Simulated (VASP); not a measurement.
GaSb2: single point with PBE

The system is GaSb2.

```
Ga Sb
1.0
     8.39262    0.00000    0.00000
     0.00000    1.73697    2.69877
     0.00000   -1.73697    2.69877
Ga Sb
1 2
Direct
  0.00000 0.73110 0.73110
  0.31577 0.13634 0.13634
  0.68423 0.13634 0.13634
```

| Item | Value |
| --- | --- |
| Program | VASP 6.6.1 |
| Task | single point |
| Functional | PBE |
| Potentials or basis | VASP PAW PBE potentials, release 64 (Ga_d, Sb) |
| Cutoff | 520 eV |
| k mesh | 2 × 6 × 6 |
| Occupations | gaussian, width 0.1 eV |
| Spin | no spin polarisation |
| Dipole correction | no |
| Further INCAR settings | ALGO = Normal; EDIFF = 1e-07; NBANDS = 18 |

* Pressure: -0.1 GPa
* Largest force: 0.014 eV/Å
* Band gap on the k mesh: zero (an odd number of electrons rules out a gap without spin polarisation)

Forces in eV/Å, atoms in the order of the input:
```
Ga   0.000  0.000  0.014
Sb  -0.005  0.000 -0.007
Sb   0.005  0.000 -0.007
```

Stress tensor (GPa, compression positive):
```
 0.02  0.00  0.00
 0.00  0.03  0.00
 0.00  0.00 -0.33
```

Levels at points of the mesh, in eV from the Fermi level:
| k point | band 9 | band 10 | band 11 | band 12 | band 13 | band 14 |
| --- | --- | --- | --- | --- | --- | --- |
| (0.00, 0.00, 0.00) | -2.18 | -2.06 | 4.04 | 5.19 | 5.20 | 6.26 |
| (0.50, 0.00, 0.00) | -4.96 | 1.81 | 3.46 | 4.23 | 4.83 | 5.27 |
| (0.00, 0.50, 0.00) | -4.41 | -3.72 | -2.98 | 1.27 | 1.64 | 2.51 |
| (0.50, 0.50, 0.00) | -5.28 | -2.61 | -1.84 | -1.78 | 1.45 | 2.69 |
| (0.00, 0.50, 0.50) | -4.01 | -3.71 | -1.65 | 0.33 | 1.18 | 1.47 |
| (0.50, 0.50, 0.50) | -4.58 | -2.62 | -1.45 | -0.92 | 0.55 | 1.07 |

Run time: 49 s on 1 thread of Intel Xeon 8259CL, on a shared host, peak memory 0.2 GiB.

Caveat: the k points lie up to 0.37 Å⁻¹ apart, too coarse for converged energies and pressures of a metal; spin-orbit coupling is left out, which moves the levels of the heavy elements.
